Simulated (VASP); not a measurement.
# SrCl2 in VASP: further runs, part 2 of 2

VASP 6.6.1.

## 3. Single point, PBEsol (volume scaled by 0.960)

File INCAR:

```
ALGO = Normal
EDIFF = 1E-6
ENCUT = 520
GGA = PS
ISIF = 2
ISMEAR = 0
LASPH = True
LCHARG = False
LREAL = False
LWAVE = False
NBANDS = 19
NELM = 100
PREC = Accurate
SIGMA = 0.05
```

File KPOINTS:

```
k-points
0
Gamma
  8 8 6
```

File POSCAR:

```
SrCl2
1.0
    4.3656734966      0.0000000000      0.0000000000
   -2.1828367483      3.7807841527      0.0000000000
    0.0000000000      0.0000000000      5.8747846119
Sr Cl
1 2
Direct
    0.0000000000      0.0000000000      0.0000000000
    0.3333333333      0.6666666667      0.2356554483
    0.6666666667      0.3333333333      0.7643445517
```

Potentials or basis: VASP PAW PBE potentials, release 64 (Sr_sv, Cl).

Launch:

```console
> cat potpaw_PBE.64/Sr_sv/POTCAR potpaw_PBE.64/Cl/POTCAR > POTCAR
> mpirun -np 1 vasp_std > vasp.out
```

OUTCAR:

```text
EDIFF = 1E-6
   ENCUT = 520
   GGA = PS
   ISIF = 2
   ISMEAR = 0
   LASPH = True
   LREAL = False
   NELM = 100
   PREC = Accurate

 ion  position               nearest neighbor table
   1  0.000  0.000  0.000-   2 2.88   3 2.88   3 2.88   2 2.88   3 2.88   2 2.88
   2  0.333  0.667  0.236-   1 2.88   1 2.88   1 2.88
   3  0.667  0.333  0.764-   1 2.88   1 2.88   1 2.88

  LATTYP: Found a hexagonal cell.
 ALAT       =     4.3656734966
 C/A-ratio  =     1.3456765872

  Lattice vectors:

 A1 = (   4.3656734966,   0.0000000000,   0.0000000000)
 A2 = (  -2.1828367483,   3.7807841527,   0.0000000000)
 A3 = (   0.0000000000,   0.0000000000,   5.8747846119)

Analysis of symmetry for initial positions (statically):
=====================================================================
 Subroutine PRICEL returns:
 Original cell was already a primitive cell.

 Routine SETGRP: Setting up the symmetry group for a
 hexagonal supercell.

 Subroutine GETGRP returns: Found 12 space group operations
 (whereof 12 operations were pure point group operations)
 out of a pool of 24 trial point group operations.

The static configuration has the point symmetry D_3d.

Analysis of symmetry for dynamics (positions and initial velocities):
=====================================================================
 Subroutine PRICEL returns:
 Original cell was already a primitive cell.

 Routine SETGRP: Setting up the symmetry group for a
 hexagonal supercell.

 Subroutine GETGRP returns: Found 12 space group operations
 (whereof 12 operations were pure point group operations)
 out of a pool of 24 trial point group operations.

The dynamic configuration has the point symmetry D_3d.

 Subroutine INISYM returns: Found 12 space group operations
 (whereof 12 operations are pure point group operations),
 and found     1 'primitive' translations

----------------------------------------------------------------------------------------

                                     Primitive cell

  volume of cell :      96.9673

  direct lattice vectors                    reciprocal lattice vectors
     4.365673497  0.000000000  0.000000000     0.229059732  0.132247698  0.000000000
    -2.182836748  3.780784153  0.000000000     0.000000000  0.264495396  0.000000000
     0.000000000  0.000000000  5.874784612     0.000000000  0.000000000  0.170219006

  length of vectors
     4.365673497  4.365673497  5.874784612     0.264495396  0.264495396  0.170219006

  position of ions in fractional coordinates (direct lattice)
     0.000000000  0.000000000  0.000000000
     0.333333333  0.666666667  0.235655448
     0.666666667  0.333333333  0.764344552

  ion indices of the primitive-cell ions
   primitive index   ion index
                 1           1
                 2           2
                 3           3

----------------------------------------------------------------------------------------

 KPOINTS: k-points

Automatic generation of k-mesh.
 Grid dimensions read from file:
 generate k-points for:    8    8    6

 Generating k-lattice:

  Cartesian coordinates                     Fractional coordinates (reciprocal lattice)
     0.028632466  0.016530962  0.000000000     0.125000000  0.000000000  0.000000000
     0.000000000  0.033061924  0.000000000     0.000000000  0.125000000  0.000000000
     0.000000000  0.000000000  0.028369834     0.000000000  0.000000000  0.166666667

  Length of vectors
     0.033061924  0.033061924  0.028369834

  Shift w.r.t. Gamma in fractional coordinates (k-lattice)
     0.000000000  0.000000000  0.000000000

 Subroutine IBZKPT returns following result:
 ===========================================

 Found     50 irreducible k-points:

 Following reciprocal coordinates:
            Coordinates               Weight
  0.000000  0.000000  0.000000      1.000000
  0.125000  0.000000  0.000000      6.000000
  0.250000  0.000000  0.000000      6.000000
  0.375000 -0.000000  0.000000      6.000000
  0.500000  0.000000  0.000000      3.000000
  0.125000  0.125000  0.000000      6.000000
[... 16 lines left out ...]
 -0.125000  0.500000  0.166667     12.000000
  0.250000  0.250000  0.166667     12.000000
 [... further k-points ...]
   k-points           NKPTS =     50   k-points in BZ     NKDIM =     50   number of bands    NBANDS=     19
   number of dos      NEDOS =    301   number of ions     NIONS =      3
   total plane-waves  NPLWV =  49152
   dimension x,y,z NGX =    32 NGY =   32 NGZ =   48
   dimension x,y,z NGXF=    64 NGYF=   64 NGZF=   96
   ions per type =               1   2
   NGX,Y,Z   is equivalent  to a cutoff of  12.19, 12.19, 13.58 a.u.
   NGXF,Y,Z  is equivalent  to a cutoff of  24.37, 24.37, 27.17 a.u.
 SYSTEM =  unknown system
   PREC   = accura    normal or accurate (medium, high low for compatibility)
   ISTART =      0    job   : 0-new  1-cont  2-samecut
   ICHARG =      2    charge: 1-file 2-atom 10-const
   ISPIN  =      1    spin polarized calculation?
   LNONCOLLINEAR =      F non collinear calculations
   LSORBIT =      F    spin-orbit coupling
   LASPH  =      T    aspherical Exc in radial PAW
   ENCUT  =  520.0 eV  38.22 Ry    6.18 a.u.   8.12  8.12 10.92*2*pi/ulx,y,z
   NELM   =    100;   NELMIN=  2; NELMDL= -5     # of ELM steps
   EDIFF  = 0.1E-05   stopping-criterion for ELM
   LREAL  =      F    real-space projection
   EDIFFG = 0.1E-04   stopping-criterion for IOM
   NSW    =      0    number of steps for IOM
   IBRION =     -1    ionic relax: 0-MD 1-quasi-New 2-CG
   NFREE  =      0    steps in history (QN), initial steepest desc. (CG)
   ISIF   =      2    stress and relaxation
   ISYM   =      2    0-nonsym 1-usesym 2-fastsym
   POTIM  = 0.5000    time-step for ionic-motion
   TEBEG  =    0.0;   TEEND  =   0.0 temperature during run
   PSTRESS=    0.0 pullay stress
   NELECT =      24.0000    total number of electrons
   NUPDOWN=      -1.0000    fix difference up-down
   EMIN   =  10.00;   EMAX   =-10.00  energy-range for DOS
   EFERMI =   0.00;   METHOD = LEGACY
   ISMEAR =     0;   SIGMA  =   0.05  broadening in eV -4-tet -1-fermi 0-gaus
   EFERMI_NEDOS =   21; number of points for ismear=-14 and -15
   IALGO  =     38    algorithm
   IMIX   =      4    mixing-type and parameters
     AMIX     =   0.40;   BMIX     =  1.00
     AMIX_MAG =   1.60;   BMIX_MAG =  1.00
  volume/ion in A,a.u.               =      32.32       218.12
  Fermi-wavevector in a.u.,A,eV,Ry     =   1.027867  1.942387 14.374696  1.056510
  Thomas-Fermi vector in A             =   2.161834
   LORBIT       =      0    0 simple, 1 ext, 2 COOP (PROOUT), +10 PAW based schemes
   GGA     = PS    functional components
   LHFCALC =     F    Hartree Fock is set to
   AEXX    =    0.0000 exact exchange contribution
   IVDW    =     0    specifies the selected vdW correction
   LEPSILON=     F    determine dielectric tensor
   LRPA    =     F    only Hartree local field effects (RPA)
 non-spin polarized calculation
 Gauss-broadening in eV      SIGMA  =   0.05
  energy-cutoff  :      520.00
  volume of cell :       96.97
 maximum number of plane-waves:      2626
   NGX = 17   NGY = 17   NGZ = 21

 number of electron      24.0000000 magnetization

 Free energy of the ion-electron system (eV)
  ---------------------------------------------------
  ext. energy  EPLUGINS =         0.00000000
  ---------------------------------------------------
  free energy    TOTEN  =       -13.09910428 eV

  energy without entropy =      -13.09910428  energy(sigma->0) =      -13.09910428

 E-fermi :  -0.8769     XC(G=0):  -7.7948

 val. band max:       -1.1580673068   @ k =   0.0000   0.0000   0.0000
 cond. band min:       4.0395525978   @ k =   0.0000   0.0000   0.0000
 fundamental gap:      5.1976199046
 Fermi energy:        -0.8769113852

 k-point     1 :       0.0000    0.0000    0.0000
  band No.  band energies     occupation
      1     -33.5274      2.00000
      2     -15.8807      2.00000
      3     -15.5376      2.00000
      4     -15.5376      2.00000
      5     -13.9565      2.00000
      6     -13.2304      2.00000
[... 11 lines left out ...]
     18       7.3549      0.00000
     19       7.3549      0.00000

 k-point     2 :       0.1250    0.0000    0.0000
  band No.  band energies     occupation
      1     -33.5258      2.00000
      2     -15.8529      2.00000
      3     -15.6386      2.00000
      4     -15.5448      2.00000
      5     -13.8332      2.00000
      6     -13.2829      2.00000
[... 476 lines left out ...]
 k-point    24 :       0.2500    0.2500    0.1667
  band No.  band energies     occupation
      1     -33.5166      2.00000
      2     -15.9657      2.00000
      3     -15.7543      2.00000
      4     -15.6303      2.00000
      5     -13.5012      2.00000
      6     -13.3437      2.00000
[... 11 lines left out ...]
     18       8.3069      0.00000
     19       9.0738      0.00000

 [... further k-points ...]
[... 5 lines left out ...]
  --------------------------------------------------------------------------------------
  -------------------------------------------------------------------------------------
  Total        0.2392352      0.2392352      0.1495110      0.0000000     -0.0000000      0.0000000
  in kB        3.9528524      3.9528524      2.4703514      0.0000000     -0.0000000      0.0000000
  external PRESSURE =       3.4586854 kB  Pullay stress =       0.0000000 kB

 VOLUME and BASIS-vectors are now :
 -----------------------------------------------------------------------------
  energy-cutoff  :      520.00
  volume of cell :       96.97
      direct lattice vectors                 reciprocal lattice vectors
     4.365673497  0.000000000  0.000000000     0.229059732  0.132247698  0.000000000
    -2.182836748  3.780784153  0.000000000     0.000000000  0.264495396  0.000000000
     0.000000000  0.000000000  5.874784612     0.000000000  0.000000000  0.170219006

 POSITION                                       TOTAL-FORCE (eV/Angst)
 -----------------------------------------------------------------------------------
      0.00000      0.00000      0.00000         0.000000      0.000000      0.000000
     -0.00000      2.52052      1.38443        -0.000000      0.000000      0.031878
      2.18284      1.26026      4.49036        -0.000000      0.000000     -0.031878
 -----------------------------------------------------------------------------------
    total drift:                               -0.000000      0.000000     -0.000000

  FREE ENERGIE OF THE ION-ELECTRON SYSTEM (eV)
  ---------------------------------------------------
  free  energy   TOTEN  =       -13.0991042821 eV

  energy  without entropy=      -13.0991042821  energy(sigma->0) =      -13.09910428
```

OSZICAR:

```text
N       E                     dE             d eps       ncg     rms          rms(c)
DAV:   1     0.147523960465E+03    0.14752E+03   -0.11156E+04  1900   0.111E+03
DAV:   2    -0.267377969574E+01   -0.15020E+03   -0.14585E+03  2507   0.219E+02
DAV:   3    -0.130503901630E+02   -0.10377E+02   -0.10343E+02  2476   0.581E+01
DAV:   4    -0.134097196374E+02   -0.35933E+00   -0.35890E+00  3327   0.923E+00
DAV:   5    -0.134124298519E+02   -0.27102E-02   -0.27099E-02  2581   0.748E-01    0.177E+01
DAV:   6    -0.130934140824E+02    0.31902E+00   -0.65807E-01  2157   0.421E+00    0.108E+01
DAV:   7    -0.130967130208E+02   -0.32989E-02   -0.51604E-01  2427   0.399E+00    0.140E+00
DAV:   8    -0.130958629681E+02    0.85005E-03   -0.66572E-02  2225   0.141E+00    0.529E-01
DAV:   9    -0.130971219681E+02   -0.12590E-02   -0.25790E-03  2483   0.314E-01    0.213E-01
DAV:  10    -0.130986401425E+02   -0.15182E-02   -0.94343E-04  2164   0.166E-01    0.431E-02
DAV:  11    -0.130990063087E+02   -0.36617E-03   -0.21764E-04  2509   0.763E-02    0.332E-02
DAV:  12    -0.130990838944E+02   -0.77586E-04   -0.55541E-05  2197   0.387E-02    0.125E-02
DAV:  13    -0.130991034014E+02   -0.19507E-04   -0.22752E-05  2451   0.243E-02    0.446E-03
DAV:  14    -0.130991042821E+02   -0.88074E-06   -0.71821E-07  2162   0.466E-03
   1 F= -.13099104E+02 E0= -.13099104E+02  d E =-.136189E-17
```

stdout:

```text
POSCAR found type information on POSCAR SrCl
 POSCAR found :  2 types and       3 ions
 scaLAPACK will be used
 -----------------------------------------------------------------------------
|                                                                             |
|                                                                             |
|     You enforced a specific xc type in the INCAR file but a different       |
|     I HOPE YOU KNOW WHAT YOU ARE DOING!                                     |
|                                                                             |
 -----------------------------------------------------------------------------

 LDA part: xc-table for (Slater+PW92), standard interpolation
 POSCAR, INCAR and KPOINTS ok, starting setup
 FFT: planning ... GRIDC
 FFT: planning ... GRID_SOFT
 FFT: planning ... GRID
 WAVECAR not read
 entering main loop
```

It took 83 s on 1 thread of Oxide Virtual Turin-like, shared host; peak memory 0.23 GiB.

What came out:

```
Free energy            : -13.0991 eV
Pressure               : 0.3 GPa
Largest force          : 0.032 eV/Å
Band gap on the k mesh : 5.20 eV, direct
```

Forces in eV/Å, atoms in the order of the input:
```
Sr   0.000  0.000  0.000
Cl   0.000  0.000  0.032
Cl   0.000  0.000 -0.032
```

Levels at points of the mesh, in eV from the valence-band top:
| k point | band 9 | band 10 | band 11 | band 12 | band 13 | band 14 | band 15 | band 16 |
| --- | --- | --- | --- | --- | --- | --- | --- | --- |
| (0.00, 0.00, 0.00) | -1.37 | -0.37 | -0.37 | 0.00 | 5.20 | 6.70 | 6.70 | 7.57 |
| (0.50, 0.00, 0.00) | -0.93 | -0.89 | -0.78 | -0.72 | 5.59 | 7.12 | 8.05 | 8.29 |
| (0.00, 0.00, 0.50) | -1.30 | -0.77 | -0.48 | -0.48 | 6.52 | 6.53 | 6.53 | 7.14 |
| (0.50, 0.00, 0.50) | -1.11 | -0.71 | -0.56 | -0.28 | 6.06 | 7.58 | 7.86 | 8.19 |

Caveat: the PAW data sets were made with another functional, which shifts forces and pressure a little.
